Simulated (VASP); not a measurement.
Ga: single point with RPBE

Ga:

```
CELL_PARAMETERS angstrom
3.14814 0.00000 0.00000
-1.57407 2.72637 0.00000
0.00000 0.00000 10.28021
ATOMIC_POSITIONS crystal
Ga 0.00000 0.00000 0.00000
Ga 0.00000 0.00000 0.50000
Ga 0.33333 0.66667 0.25000
Ga 0.66667 0.33333 0.75000
```

This cell differs from its parent crystal: volume scaled by 1.12.

| Quantity | Value |
| --- | --- |
| Program | VASP 6.6.1 |
| Task | single point |
| Functional | RPBE |
| Potentials or basis | VASP PAW PBE potentials, release 64 (Ga_d) |
| Cutoff | 520 eV |
| k mesh | 13 × 13 × 4 |
| Occupations | fermi-dirac, width 0.1 eV |
| Spin | no spin polarisation |
| Dipole correction | no |
| Further INCAR settings | ALGO = Normal; EDIFF = 1e-06; NBANDS = 34 |

```yaml
Pressure: -3.6 GPa
Band_gap_on_the_k_mesh: zero (band 26 reaches 7.90 eV, above the bottom of band 27 at 3.20 eV)
```

Stress tensor (GPa, compression positive):
```
-3.69  0.00  0.00
 0.00 -3.69  0.00
 0.00  0.00 -3.51
```

Levels at points of the mesh, in eV from the Fermi level:
| k point | band 23 | band 24 | band 25 | band 26 | band 27 | band 28 | band 29 | band 30 |
| --- | --- | --- | --- | --- | --- | --- | --- | --- |
| (0.00, 0.00, 0.00) | -8.48 | -4.81 | -3.28 | 3.18 | 3.19 | 8.57 | 8.57 | 9.31 |
| (0.00, 0.00, 0.50) | -6.70 | -6.70 | -0.68 | -0.68 | 7.55 | 7.55 | 8.80 | 8.80 |

Wall time 6.9 min on 1 thread of AMD EPYC 7R13, on a shared host, peak memory 0.25 GiB.

Caveat: the PAW data sets were made with another functional, which shifts forces and pressure a little.
